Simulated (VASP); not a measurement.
Input of a VASP 6.6.1 run:

INCAR

```
SYSTEM = Sc4Al
ALGO     = Fast           ! electronic algorithm
EDIFF    = 1E-7           ! SCF threshold, eV
ENCUT    = 520            ! plane-wave cutoff, eV
GGA      = PE             ! functional
ISIF     = 2              ! what is computed and relaxed
ISMEAR   = 0              ! smearing method
LASPH    = .True.         ! aspherical terms in the spheres
LCHARG   = .True.         ! write CHGCAR
LELF     = .True.         ! ELF
LREAL    = .False.        ! projectors in reciprocal space
LVHAR    = .True.       
LWAVE    = .False.        ! write WAVECAR
NBANDS   = 58             ! bands
NELM     = 80             ! most SCF steps
PREC     = Accurate       ! precision mode
SIGMA    = 0.2            ! smearing width, eV
```

Contents of KPOINTS:

```
k-points
0
Gamma
  6 6 4
  0 0 0
```

POSCAR

```
Sc4Al
1.0
   -2.4736487468     -4.2844853095      0.0000000000
    2.4736487468      1.4281617698      5.2737599137
   -7.4209462403      4.2844853095      0.0000000000
Sc Al
8 2
Direct
    0.0253354058      0.0506708117      0.3417784686
    0.5253354058      0.0506708117      0.8417784686
    0.1572730014      0.3145460029      0.0524243338
    0.6572730014      0.3145460029      0.5524243338
    0.3427269986      0.6854539971      0.4475756662
    0.8427269986      0.6854539971      0.9475756662
    0.4746645942      0.9493291883      0.1582215314
    0.9746645942      0.9493291883      0.6582215314
    0.7500000000      0.5000000000      0.2500000000
    0.2500000000      0.5000000000      0.7500000000
```

Potentials or basis: VASP PAW PBE potentials, release 64 (Sc_sv, Al).

The run is started by

```sh
$ cat potpaw_PBE.64/Sc_sv/POTCAR potpaw_PBE.64/Al/POTCAR > POTCAR
$ mpirun -np 1 vasp_std > vasp.out
```

Q: Estimate the band gap on the k mesh.

A: Zero (bands 47 and 48 overlap by 0.40 eV).

Q: Predict the pressure.

A: 0.1 GPa.

Q: Predict the largest force.

A: 0.010 eV/Å.

Stress tensor (GPa, compression positive):
```
 0.25  0.00  0.00
 0.00  0.24  0.00
 0.00  0.00 -0.11
```
